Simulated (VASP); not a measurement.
A run of VASP 6.6.1 is set up as follows.

INCAR

```
SYSTEM = Al
PREC = Accurate
ENCUT = 500
EDIFF = 1E-6
ISMEAR = 0
SIGMA = 0.1
LREAL = .False.
LASPH = .True.
NELM = 120
ALGO = Normal
ISIF = 2
LWAVE = .False.
LCHARG = .False.
GGA = PS
IVDW = 13
NBANDS = 8
GGA_COMPAT = .False.
```

Contents of KPOINTS:

```
regular mesh
0
Gamma
  18 18 18
  0 0 0
```

The input POSCAR:

```
Al
1.0
    0.0000000000      1.9917186253      1.9917186253
    1.9917186253      0.0000000000      1.9917186253
    1.9917186253      1.9917186253      0.0000000000
Al
1
Direct
    0.0000000000      0.0000000000      0.0000000000
```

Potentials or basis: VASP PAW PBE potentials, release 64 (Al).

Command:

```console
$ cat potpaw_PBE.64/Al/POTCAR > POTCAR
$ mpirun -np 1 vasp_std > vasp.out
```

(1) What does it give for the pressure?

(2) Estimate the dispersion energy per atom.

Results:

(1) 0.1 GPa.

(2) -0.208 eV.

Caveat: the PAW data sets were made with another functional, which shifts forces and pressure a little; pairwise dispersion overbinds metals, which lowers pressure and volume.
